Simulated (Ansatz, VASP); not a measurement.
Ag: VASP beside Ansatz

INCAR

```
SYSTEM = Ag
  ALGO = Normal
  EDIFF = 1E-7
  ENCUT = 520
  GGA = PS
  ISIF = 2
  ISMEAR = -1
  LASPH = .True.
  LCHARG = .False.
  LREAL = .False.
  LWAVE = .False.
  NBANDS = 18
  NELM = 60
  PREC = Accurate
  SIGMA = 0.1
```

Contents of KPOINTS:

```
k-points
0
Gamma
  10 10 10
  0 0 0
```

Contents of POSCAR:

```
Ag
1.0
    0.0000000000      2.9353814645      2.9353814645
    2.9353814645      0.0000000000      2.9353814645
    2.9353814645      2.9353814645      0.0000000000
Ag
2
Direct
    0.1250000000      0.1250000000      0.1250000000
    0.8750000000      0.8750000000      0.8750000000
```

Input for Ansatz:

```yaml
crystal:
  lattice:
    - [0.0, 2.9353814645, 2.9353814645]
    - [2.9353814645, 0.0, 2.9353814645]
    - [2.9353814645, 2.9353814645, 0.0]
  atoms:
    - { symbol: Ag, position: [0.125, 0.125, 0.125] }
    - { symbol: Ag, position: [0.875, 0.875, 0.875] }
hamiltonian:
  xc: pbesol
  pseudopotentials:
    kind: paw
    azcp:
      Ag: "pseudopotentials/Ag.paw.azcp"
basis:
  ecutwfc: 420
  fft_grid_basis: typed
kpoints:
  mp_grid: { grid: [10, 10, 10], shift: [0, 0, 0] }
magnetization:
  spin_polarized: false
scf:
  occupations: { method: fermi_dirac, width: 0.1 }
  lower_state_search: "off"
output:
  stress: true
  write_density: true
  write_potential: true
  elf: true
  volumetric_format: npy
```

Alike in both runs: task single point; functional PBEsol; k mesh 10 × 10 × 10; occupations fermi-dirac, width 0.1 eV; no spin polarisation.

```csv
,VASP,Ansatz
version,VASP 6.6.1,Ansatz 0.2.0
potentials or method,"VASP PAW PBE potentials, release 64 (Ag), cutoff 520 eV","plane waves (420 eV) with PAW, scalar-relativistic"
valence electrons in the cell,22,38
```

```csv
,VASP,Ansatz,Ansatz less VASP
pressure (GPa),4.3,4.5,+0.16
```

VASP's potentials were made for PBE, not for PBEsol, and Ansatz warns of the same on its side. The functional is the same, so the differences come from potentials, cutoffs and numerics. VASP's potentials hold 22 valence electrons a cell and Ansatz's 38, so a difference there can come from the potentials and not from the codes.
